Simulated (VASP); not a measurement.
# ZrC: single point with LDA

ZrC:

```xyz
2
Lattice="0.0000 2.3207 2.3207 2.3207 0.0000 2.3207 2.3207 2.3207 0.0000" Properties=species:S:1:pos:R:3 pbc="T T T"
Zr    2.3434    2.3283    2.3207
C    -0.1720   -0.0573    0.0000
```

This cell differs from its parent crystal: atoms displaced along several vibrational modes.

```yaml
Program: VASP 6.6.1
Task: single point
Functional: LDA
Potentials_or_basis: VASP PAW LDA potentials, release 64 (Zr_sv, C)
Cutoff: 520 eV
k_mesh: 16 × 16 × 16
Occupations: gaussian, width 0.15 eV
Spin: no spin polarisation
```

The pressure is 4.4 GPa and the largest force is 1.752 eV/Å. The band gap on the k mesh is zero (bands 8 and 9 overlap by 0.63 eV).

Forces on the atoms (eV/Å):
```
Zr  -1.698 -0.433  0.000
C    1.698  0.433  0.000
```

Stress tensor (GPa, compression positive):
```
12.16 -1.33  0.00
-1.33  1.24  0.00
 0.00  0.00 -0.23
```

Levels at points of the mesh, in eV from the Fermi level:
| k point | band 6 | band 7 | band 8 | band 9 | band 10 | band 11 |
| --- | --- | --- | --- | --- | --- | --- |
| (0.00, 0.00, 0.00) | -0.31 | -0.26 | 0.10 | 0.96 | 2.11 | 2.24 |
| (0.50, 0.00, 0.00) | -5.48 | -3.08 | -2.97 | 4.41 | 4.58 | 5.38 |
| (0.00, 0.00, 0.50) | -5.45 | -3.15 | -3.09 | 4.46 | 4.63 | 5.36 |
| (0.50, 0.50, 0.00) | -2.63 | -2.04 | -0.08 | 0.82 | 4.86 | 5.81 |
| (0.00, 0.50, 0.50) | -2.11 | -1.87 | 0.04 | 0.14 | 4.63 | 5.81 |
| (0.50, 0.00, 0.50) | -2.58 | -2.02 | -0.04 | 0.73 | 4.83 | 5.81 |

Run time: 5.4 min on 1 thread of AMD EPYC 7R43 64-Core Processor (Zen 3), with other jobs on the host, peak memory 0.44 GiB.

Caveat: the cell differs from its parent crystal (atoms displaced along several vibrational modes); the stress differs along the axes, from -0 to 12 GPa; forces of over 1 eV/Å act on the atoms, so gaps and moduli don't describe the material at rest.
